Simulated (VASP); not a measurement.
# Si (a cell with a defect) in VASP: a series of runs

The runs below take Si (a cell with a defect) through single point, with PBEsol.

Everything below comes from runs of VASP 6.6.1. Logs are shortened: lines on timing, memory, paths and dates and some standing lists are left out, and cuts for length are marked.

## Step 1: The cell of the first run

The cell holds a defect, 31 atoms: a = 9.412 Å, b = 9.412 Å, c = 9.412 Å, α = 109.47°, β = 109.47°, γ = 109.47°.

## Step 2: Single point, PBEsol, collinear spin (atoms taken out, then relaxed in part)

The input, INCAR:

```
SYSTEM = Si
ALGO     = Normal         ! electronic algorithm
EDIFF    = 1E-7           ! SCF threshold, eV
ENCUT    = 520            ! plane-wave cutoff, eV
GGA      = PS             ! functional
ISIF     = 2              ! what is computed and relaxed
ISMEAR   = 0              ! smearing method
ISPIN    = 2              ! spin polarisation
LASPH    = .TRUE.         ! aspherical terms in the spheres
LCHARG   = .TRUE.         ! write CHGCAR
LELF     = .TRUE.         ! ELF
LORBIT   = 11             ! projections on sites
LREAL    = Auto         
LVHAR    = .TRUE.       
LWAVE    = .FALSE.        ! write WAVECAR
MAGMOM   = 0 0 0 0 0 0 0 0 0 0 0 0 0 0 0 0.25 0 0 0 0 0 0.25 0 0.25 0 0 0 0.25 0 0 0 ! initial moments
NBANDS   = 87             ! bands
NELECT   = 123.0        
NELM     = 150            ! most SCF steps
PREC     = Accurate       ! precision mode
SIGMA    = 0.02           ! smearing width, eV
```

The input, KPOINTS:

```
k-points
0
G
  3 3 3
  0 0 0
```

The input, POSCAR:

```
Si
1.0
   -5.4338341026      5.4338341026     -5.4338341026
    5.4338341026     -5.4338341026     -5.4338341026
   -5.4338341026     -5.4338341026      5.4338341026
Si
31
Direct
    0.7537266428      0.5000000000     -0.0005413632
    0.5000000000      0.5000000000      0.2500000000
    0.2494586368      0.2537266428      0.7500000000
    0.2494586368      0.5000000000      0.5037266428
    0.0000000000      0.2537266428     -0.0005413632
    0.7505413632      0.2505413632      0.2542680061
    0.5000000000      0.0000000000      0.7500000000
    0.5042680061      0.2505413632      0.5005413632
    0.2462733572     -0.0042680061     -0.0037266428
    0.0000000000      0.0000000000      0.2500000000
    0.7537266428      0.7494586368      0.7500000000
    0.7505413632      0.0042680061      0.5005413632
    0.4957319939      0.7462733572     -0.0037266428
    0.2462733572      0.7462733572      0.2457319939
    0.0000000000      0.7494586368      0.5037266428
    0.2418371413      0.7418371413     -0.0081628587
    0.0000000000      0.7488063085      0.2508772772
    0.7511936915      0.7520709687      0.5011936915
    0.5008772772      0.5000000000     -0.0011936915
    0.5008772772      0.7488063085      0.7500000000
    0.2488063085      0.5000000000      0.2508772772
    0.0000000000      0.5000000000      0.5081628587
    0.7511936915      0.2511936915      0.0020709687
    0.7581628587      0.5000000000      0.7500000000
    0.4991227228      0.2479290313      0.2491227228
    0.2520709687      0.2511936915      0.5011936915
    0.0000000000      0.0008772772     -0.0011936915
    0.0000000000      0.2581628587      0.7500000000
    0.7479290313     -0.0008772772      0.2491227228
    0.4991227228     -0.0008772772      0.4979290313
    0.2488063085      0.0008772772      0.7500000000
```

Potentials or basis: VASP PAW PBE potentials, release 64 (Si).

The run is started by

```bash
> cat potpaw_PBE.64/Si/POTCAR > POTCAR
> mpirun -np 1 vasp_std > vasp.out
```

OUTCAR:

```text
SYSTEM = Si
   EDIFF = 1E-7
   ENCUT = 520
   GGA = PS
   ISIF = 2
   ISMEAR = 0
   ISPIN = 2
   LASPH = .TRUE.
   LORBIT = 11
   LREAL = Auto
   NELECT = 123.0
   NELM = 150
   PREC = Accurate

 ion  position               nearest neighbor table
   1  0.754  0.500  0.999-  17 2.34  23 2.34  24 2.36  19 2.38
   2  0.500  0.500  0.250-  19 2.37  21 2.37  18 2.37  25 2.37
   3  0.249  0.254  0.750-  19 2.34  26 2.34  28 2.36  31 2.38
   4  0.249  0.500  0.504-  20 2.34  26 2.34  22 2.36  21 2.38
   5  0.000  0.254  0.999-  21 2.34  23 2.34  28 2.36  27 2.38
   6  0.751  0.251  0.254-  25 2.34  29 2.34  22 2.36  23 2.38
   7  0.500  0.000  0.750-  20 2.37  31 2.37  30 2.37  23 2.37
   8  0.504  0.251  0.501-  25 2.34  30 2.34  24 2.36  26 2.38
   9  0.246  0.996  0.996-  27 2.34  31 2.34  16 2.36  25 2.38
  10  0.000  0.000  0.250-  17 2.37  27 2.37  26 2.37  29 2.37
  11  0.754  0.749  0.750-  18 2.34  27 2.34  24 2.36  20 2.38
  12  0.751  0.004  0.501-  29 2.34  30 2.34  28 2.36  18 2.38
  13  0.496  0.746  0.996-  19 2.34  20 2.34  16 2.36  29 2.38
  14  0.246  0.746  0.246-  17 2.34  21 2.34  16 2.36  30 2.38
  15  0.000  0.749  0.504-  31 2.34  18 2.34  22 2.36  17 2.38
  16  0.242  0.742  0.992-   9 2.36  13 2.36  14 2.36
  17  0.000  0.749  0.251-   1 2.34  14 2.34  10 2.37  15 2.38
  18  0.751  0.752  0.501-  11 2.34  15 2.34   2 2.37  12 2.38
  19  0.501  0.500  0.999-   3 2.34  13 2.34   2 2.37   1 2.38
  20  0.501  0.749  0.750-   4 2.34  13 2.34   7 2.37  11 2.38
  21  0.249  0.500  0.251-   5 2.34  14 2.34   2 2.37   4 2.38
  22  0.000  0.500  0.508-   6 2.36   4 2.36  15 2.36
  23  0.751  0.251  0.002-   1 2.34   5 2.34   7 2.37   6 2.38
  24  0.758  0.500  0.750-   8 2.36   1 2.36  11 2.36
  25  0.499  0.248  0.249-   8 2.34   6 2.34   2 2.37   9 2.38
  26  0.252  0.251  0.501-   3 2.34   4 2.34  10 2.37   8 2.38
  27  0.000  0.001  0.999-  11 2.34   9 2.34  10 2.37   5 2.38
  28  0.000  0.258  0.750-  12 2.36   5 2.36   3 2.36
  29  0.748  0.999  0.249-  12 2.34   6 2.34  10 2.37  13 2.38
  30  0.499  0.999  0.498-   8 2.34  12 2.34   7 2.37  14 2.38
  31  0.249  0.001  0.750-  15 2.34   9 2.34   7 2.37   3 2.38

  LATTYP: Found a body centered cubic cell.
 ALAT       =    10.8676682052

  Lattice vectors:

 A1 = (  -5.4338341026,   5.4338341026,  -5.4338341026)
 A2 = (   5.4338341026,  -5.4338341026,  -5.4338341026)
 A3 = (  -5.4338341026,  -5.4338341026,   5.4338341026)

Analysis of symmetry for initial positions (statically):
=====================================================================
 Subroutine PRICEL returns:
 Original cell was already a primitive cell.

 Routine SETGRP: Setting up the symmetry group for a
 body centered cubic supercell.

 Subroutine GETGRP returns: Found 24 space group operations
 (whereof  2 operations were pure point group operations)
 out of a pool of 48 trial point group operations.

The static configuration has the point symmetry C_1h.
 The point group associated with its full space group is T_d .

Analysis of symmetry for dynamics (positions and initial velocities):
=====================================================================
 Subroutine PRICEL returns:
 Original cell was already a primitive cell.

 Routine SETGRP: Setting up the symmetry group for a
 body centered cubic supercell.

 Subroutine GETGRP returns: Found 24 space group operations
 (whereof  2 operations were pure point group operations)
 out of a pool of 48 trial point group operations.

The dynamic configuration has the point symmetry C_1h.
 The point group associated with its full space group is T_d .

Analysis of structural, dynamic, and magnetic symmetry:
=====================================================================
 Subroutine PRICEL returns:
 Original cell was already a primitive cell.

 Routine SETGRP: Setting up the symmetry group for a
 body centered cubic supercell.

 Subroutine GETGRP returns: Found 24 space group operations
 (whereof  2 operations were pure point group operations)
 out of a pool of 48 trial point group operations.

The overall configuration has the point symmetry C_1h.
 The point group associated with its full space group is T_d .

 Subroutine INISYM returns: Found 24 space group operations
[... 118 lines left out ...]
   total plane-waves  NPLWV = 343000
   dimension x,y,z NGX =    70 NGY =   70 NGZ =   70
   dimension x,y,z NGXF=   140 NGYF=  140 NGZF=  140
   ions per type =              31
   NGX,Y,Z   is equivalent  to a cutoff of  12.36, 12.36, 12.36 a.u.
   NGXF,Y,Z  is equivalent  to a cutoff of  24.73, 24.73, 24.73 a.u.
 SYSTEM =  Si
   PREC   = accura    normal or accurate (medium, high low for compatibility)
   ISTART =      0    job   : 0-new  1-cont  2-samecut
   ICHARG =      2    charge: 1-file 2-atom 10-const
   ISPIN  =      2    spin polarized calculation?
   LNONCOLLINEAR =      F non collinear calculations
   LSORBIT =      F    spin-orbit coupling
   LASPH  =      T    aspherical Exc in radial PAW
   ENCUT  =  520.0 eV  38.22 Ry    6.18 a.u.  17.50 17.50 17.50*2*pi/ulx,y,z
   NELM   =    150;   NELMIN=  2; NELMDL= -5     # of ELM steps
   EDIFF  = 0.1E-06   stopping-criterion for ELM
   LREAL  =      T    real-space projection
   EDIFFG = 0.1E-05   stopping-criterion for IOM
   NSW    =      0    number of steps for IOM
   IBRION =     -1    ionic relax: 0-MD 1-quasi-New 2-CG
   NFREE  =      0    steps in history (QN), initial steepest desc. (CG)
   ISIF   =      2    stress and relaxation
   ISYM   =      2    0-nonsym 1-usesym 2-fastsym
   POTIM  = 0.5000    time-step for ionic-motion
   TEBEG  =    0.0;   TEEND  =   0.0 temperature during run
   PSTRESS=    0.0 pullay stress
   NELECT =     123.0000    total number of electrons
   NUPDOWN=      -1.0000    fix difference up-down
   EMIN   =  10.00;   EMAX   =-10.00  energy-range for DOS
   EFERMI =   0.00;   METHOD = LEGACY
   ISMEAR =     0;   SIGMA  =   0.02  broadening in eV -4-tet -1-fermi 0-gaus
   EFERMI_NEDOS =   21; number of points for ismear=-14 and -15
   IALGO  =     38    algorithm
   IMIX   =      4    mixing-type and parameters
     AMIX     =   0.40;   BMIX     =  1.00
     AMIX_MAG =   1.60;   BMIX_MAG =  1.00
  volume/ion in A,a.u.               =      20.70       139.71
  Fermi-wavevector in a.u.,A,eV,Ry     =   0.943880  1.783675 12.121562  0.890910
  Thomas-Fermi vector in A             =   2.071631
   LORBIT       =     11    0 simple, 1 ext, 2 COOP (PROOUT), +10 PAW based schemes
   GGA     = PS    functional components
   LHFCALC =     F    Hartree Fock is set to
   AEXX    =    0.0000 exact exchange contribution
   IVDW    =     0    specifies the selected vdW correction
   LEPSILON=     F    determine dielectric tensor
   LRPA    =     F    only Hartree local field effects (RPA)
 spin polarized calculation
 Gauss-broadening in eV      SIGMA  =   0.02
  energy-cutoff  :      520.00
  volume of cell :      641.77
 maximum number of plane-waves:     17357
 NGX is ok and might be reduce to    70
   NGX = 35   NGY = 35   NGZ = 35

 number of electron     122.9999998 magnetization       0.3332971

 Free energy of the ion-electron system (eV)
  ---------------------------------------------------
  ext. energy  EPLUGINS =         0.00000000
  ---------------------------------------------------
  free energy    TOTEN  =      -179.94568932 eV

  energy without entropy =     -179.94365574  energy(sigma->0) =     -179.94467253

 E-fermi :   5.3611     XC(G=0):  -9.4112

 val. band max:        5.3222383150   @ k =  -0.3333   0.3333   0.3333
 cond. band min:       5.3705909043   @ k =   0.3333   0.0000   0.0000
 fundamental gap:      0.0483525894
 Fermi energy:         5.3611203987

 spin component 1

 k-point     1 :       0.0000    0.0000    0.0000
  band No.  band energies     occupation
      1      -6.3884      1.00000
      2      -4.4608      1.00000
      3      -4.4608      1.00000
      4      -4.4608      1.00000
      5      -4.4145      1.00000
      6      -4.4145      1.00000
[... 293 lines left out ...]
     72       7.5633      0.00000
     73       7.5633      0.00000
 Fermi energy:         5.3611203987

 spin component 2

 k-point     1 :       0.0000    0.0000    0.0000
  band No.  band energies     occupation
      1      -6.3807      1.00000
      2      -4.4579      1.00000
      3      -4.4579      1.00000
      4      -4.4579      1.00000
      5      -4.4105      1.00000
      6      -4.4105      1.00000
[... 293 lines left out ...]
     72       7.5758      0.00000
     73       7.5758      0.00000
 [bands above 73 left out]

------------------------ aborting loop because EDIFF is reached ----------------------------------------

  FORCE on cell =-STRESS in cart. coord.  units (eV):
  Direction    XX          YY          ZZ          XY          YZ          ZX
  --------------------------------------------------------------------------------------
  -------------------------------------------------------------------------------------
  Total      -14.6398994    -14.6398994    -14.6398994      0.0000000     -0.0000000     -0.0000000
  in kB      -36.5484999    -36.5484999    -36.5484999      0.0000000     -0.0000000     -0.0000000
  external PRESSURE =     -36.5484999 kB  Pullay stress =       0.0000000 kB

 VOLUME and BASIS-vectors are now :
 -----------------------------------------------------------------------------
  energy-cutoff  :      520.00
  volume of cell :      641.77
      direct lattice vectors                 reciprocal lattice vectors
    -5.433834103  5.433834103 -5.433834103    -0.092016059  0.000000000 -0.092016059
     5.433834103 -5.433834103 -5.433834103     0.000000000 -0.092016059 -0.092016059
    -5.433834103 -5.433834103  5.433834103    -0.092016059 -0.092016059  0.000000000

 POSITION                                       TOTAL-FORCE (eV/Angst)
 -----------------------------------------------------------------------------------
     -6.80960     -4.05218     -1.38165         0.023091      0.013572     -0.013572
     -1.35846     -1.35846     -4.07538        -0.000000      0.000000     -0.000000
     -4.05218     -4.09857      1.34115         0.013572     -0.013572      0.023091
     -1.37577     -4.09857     -1.33527         0.023091     -0.013572      0.013572
     -4.05218     -6.80960      4.05218         0.013572      0.023091     -0.013572
     -4.09857      1.33527     -4.05807        -0.013572     -0.013572     -0.023091
[... 23 lines left out ...]
      0.01125     -5.42258     -5.43555        -0.003402     -0.003402      0.022546
     -5.42258     -2.72817      2.71864        -0.003402      0.003402     -0.022546
 -----------------------------------------------------------------------------------
    total drift:                                0.000000      0.000000      0.000000

  FREE ENERGIE OF THE ION-ELECTRON SYSTEM (eV)
  ---------------------------------------------------
  free  energy   TOTEN  =      -179.9456893150 eV

  energy  without entropy=     -179.9436557353  energy(sigma->0) =     -179.94467253

 total charge

# of ion       s       p       d       tot
------------------------------------------
    1        0.754   0.920   0.000   1.674
    2        0.757   0.912   0.000   1.669
    3        0.754   0.920   0.000   1.674
    4        0.754   0.920   0.000   1.674
    5        0.754   0.920   0.000   1.674
    6        0.754   0.920   0.000   1.674
[... 23 lines left out ...]
   30        0.756   0.918   0.000   1.674
   31        0.756   0.918   0.000   1.674
--------------------------------------------------
tot         23.556  28.047   0.000  51.602

 magnetization (x)

# of ion       s       p       d       tot
------------------------------------------
    1        0.000   0.001   0.000   0.001
    2        0.001   0.002   0.000   0.002
    3        0.000   0.001   0.000   0.001
    4        0.000   0.001   0.000   0.001
    5        0.000   0.001   0.000   0.001
    6        0.000   0.001   0.000   0.001
[... 23 lines left out ...]
   30        0.001   0.001   0.000   0.001
   31        0.001   0.001   0.000   0.001
--------------------------------------------------
tot          0.035   0.085   0.000   0.121
```

Wall time 10 min (1 thread of Intel Xeon 6975P-C (Granite Rapids), shared host); peak memory 1 GiB.

What came out:

```
Free energy                                           : -179.9457 eV
Largest force                                         : 0.030 eV/Å
Net moment                                            : 0.33 μB per cell
Site moments                                          : Si +0.00, +0.02 (each value once) μB
Valence electrons inside the program's atomic spheres : Si 1.67, 1.60 (each value once)
```

Forces on the atoms (eV/Å):
```
Si   0.023  0.014 -0.014
Si   0.000  0.000  0.000
Si   0.014 -0.014  0.023
Si   0.023 -0.014  0.014
Si   0.014  0.023 -0.014
Si  -0.014 -0.014 -0.023
Si   0.000  0.000  0.000
Si  -0.014 -0.023 -0.014
Si  -0.023  0.014  0.014
Si   0.000  0.000  0.000
Si  -0.014  0.014  0.023
Si  -0.023 -0.014 -0.014
Si   0.014 -0.023  0.014
Si   0.014  0.014 -0.023
Si  -0.014  0.023  0.014
Si  -0.015 -0.015 -0.015
Si   0.003 -0.023 -0.003
Si   0.023  0.003  0.003
Si  -0.023 -0.003  0.003
Si   0.003 -0.003 -0.023
Si  -0.023  0.003 -0.003
Si   0.015  0.015 -0.015
Si   0.003  0.003  0.023
Si   0.015 -0.015  0.015
Si   0.023 -0.003 -0.003
Si   0.003  0.023  0.003
Si  -0.003 -0.023  0.003
Si  -0.015  0.015  0.015
Si  -0.003  0.023 -0.003
Si  -0.003 -0.003  0.023
Si  -0.003  0.003 -0.023
```

Caveat: the cell carries a net charge on a neutralising background, which shifts energy and pressure; the cell differs from its parent crystal (atoms taken out, then relaxed in part); the cell is charged against a uniform background, so pressure and absolute levels hang on convention; the PAW data sets were made with another functional, which shifts forces and pressure a little.

## Step 3: Single point, PBEsol (with an interstitial atom, then relaxed in part)

The input, INCAR:

```
SYSTEM = Si
ALGO = Normal ; EDIFF = 1E-6
ENCUT = 520 ; GGA = PS
ISIF = 2 ; ISMEAR = 0
LASPH = .True. ; LCHARG = .True.
LELF = .True. ; LREAL = Auto
LVHAR = .True. ; LWAVE = .False.
NBANDS = 88 ; NELM = 80
PREC = Accurate ; SIGMA = 0.02
```

The input, KPOINTS:

```
k-points
0
Gamma
  3 3 3
  0 0 0
```

The input, POSCAR:

```
Si
1.0
   -5.4338341610      5.4338341610      5.4338341610
    5.4338341610     -5.4338341610      5.4338341610
    5.4338341610      5.4338341610     -5.4338341610
Si
33
Direct
    0.2488012717      0.5000000000     -0.0006533457
    0.2505453826      0.7511987283      0.7511987283
    0.2488012717     -0.0006533457      0.5000000000
    0.5000000000      0.2488012717     -0.0006533457
    0.2367511570      0.2367511570      0.2367511570
    0.5000000000      0.5000000000      0.7632488430
    0.5000000000      0.7632488430      0.5000000000
    0.7494546174      0.0006533457      0.0006533457
    0.5000000000     -0.0006533457      0.2488012717
    0.7511987283      0.2505453826      0.7511987283
    0.7632488430      0.5000000000      0.5000000000
    0.0006533457      0.7494546174      0.0006533457
    0.7511987283      0.7511987283      0.2505453826
    0.0006533457      0.0006533457      0.7494546174
   -0.0006533457      0.2488012717      0.5000000000
   -0.0006533457      0.5000000000      0.2488012717
    0.0000000000      0.2500000000      0.7500000000
    0.0117449623      0.5000000000      0.5000000000
    0.0000000000      0.7500000000      0.2500000000
    0.2500000000      0.0000000000      0.7500000000
   -0.0117449623     -0.0117449623     -0.0117449623
    0.2488689838      0.2488689838      0.5000000000
    0.2488689838      0.5000000000      0.2488689838
    0.5000000000      0.7511310162      0.7511310162
    0.2500000000      0.7500000000      0.0000000000
    0.5000000000      0.0117449623      0.5000000000
    0.5000000000      0.2488689838      0.2488689838
    0.7511310162      0.5000000000      0.7511310162
    0.5000000000      0.5000000000      0.0117449623
    0.7511310162      0.7511310162      0.5000000000
    0.7500000000      0.0000000000      0.2500000000
    0.7500000000      0.2500000000      0.0000000000
    0.5000000000      0.5000000000      0.5000000000
```

Potentials or basis: VASP PAW PBE potentials, release 64 (Si).

The run is started by

```bash
> cat potpaw_PBE.64/Si/POTCAR > POTCAR
> mpirun -np 1 vasp_std > vasp.out
```

Wall time 11 min (1 thread of Intel Xeon 8259CL, shared host); peak memory 0.71 GiB.

The run converged. Its results:

| Property | Result |
| --- | --- |
| Free energy | -186.3261 eV |
| Pressure | 1.1 GPa |
| Largest force | 0.026 eV/Å |
| Band gap on the k mesh | zero (bands 66 and 67 overlap by 0.58 eV) |

Forces in eV/Å, atoms in the order of the input:
```
Si   0.006  0.005 -0.006
Si  -0.005  0.006  0.006
Si   0.006 -0.006  0.005
Si   0.005  0.006 -0.006
Si   0.015  0.015  0.015
Si  -0.015 -0.015  0.015
Si  -0.015  0.015 -0.015
Si  -0.005 -0.006 -0.006
Si   0.005 -0.006  0.006
Si   0.006 -0.005  0.006
Si   0.015 -0.015 -0.015
Si  -0.006 -0.005 -0.006
Si   0.006  0.006 -0.005
Si  -0.006 -0.006 -0.005
Si  -0.006  0.006  0.005
Si  -0.006  0.005  0.006
Si   0.000  0.000  0.000
Si  -0.008  0.008  0.008
Si   0.000  0.000  0.000
Si   0.000  0.000  0.000
Si  -0.008 -0.008 -0.008
Si   0.000  0.000 -0.014
Si   0.000 -0.014  0.000
Si   0.014  0.000  0.000
Si   0.000  0.000  0.000
Si   0.008 -0.008  0.008
Si  -0.014  0.000  0.000
Si   0.000  0.014  0.000
Si   0.008  0.008 -0.008
Si   0.000  0.000  0.014
Si   0.000  0.000  0.000
Si   0.000  0.000  0.000
Si   0.000  0.000  0.000
```

Levels at points of the mesh, in eV from the Fermi level:
```tsv
k point	band 64	band 65	band 66	band 67	band 68	band 69
(0.00, 0.00, 0.00)	-0.99	-0.99	-0.56	-0.56	-0.56	-0.34
```

Caveat: the cell differs from its parent crystal (with an interstitial atom, then relaxed in part); the PAW data sets were made with another functional, which shifts forces and pressure a little.

The gap in the log of VASP goes by the Fermi energy; the results here count the filled bands.